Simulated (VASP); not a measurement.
Input of a VASP 6.6.1 run:

File INCAR:

```
PREC = Accurate
ENCUT = 520
EDIFF = 1E-7
ISMEAR = 0
SIGMA = 0.15
LREAL = F
LASPH = T
NELM = 60
ALGO = Fast
ISIF = 2
LWAVE = F
LCHARG = T
GGA = PE
LELF = T
LVHAR = T
NBANDS = 12
```

Contents of KPOINTS:

```
regular mesh
0
Gamma
  20 20 20
```

The input POSCAR:

```
In
1.0
   -1.5603961635      1.5603961635      2.4841506923
    1.5603961635     -1.5603961635      2.4841506923
    1.5603961635      1.5603961635     -2.4841506923
In
1
Direct
    0.0000000000      0.0000000000      0.0000000000
```

Potentials or basis: VASP PAW PBE potentials, release 64 (In_d).

Command:

```bash
$ cat potpaw_PBE.64/In_d/POTCAR > POTCAR
$ mpirun -np 1 vasp_std > vasp.out
```

Estimate the band gap on the k mesh.

zero (an odd number of electrons rules out a gap without spin polarisation).

Predict the pressure.

6.3 GPa.

Stress tensor (GPa, compression positive):
```
6.34 0.00 0.00
0.00 6.34 0.00
0.00 0.00 6.11
```

Caveat: the cell stands under pressure; spin-orbit coupling is left out, which moves the levels of the heavy elements.
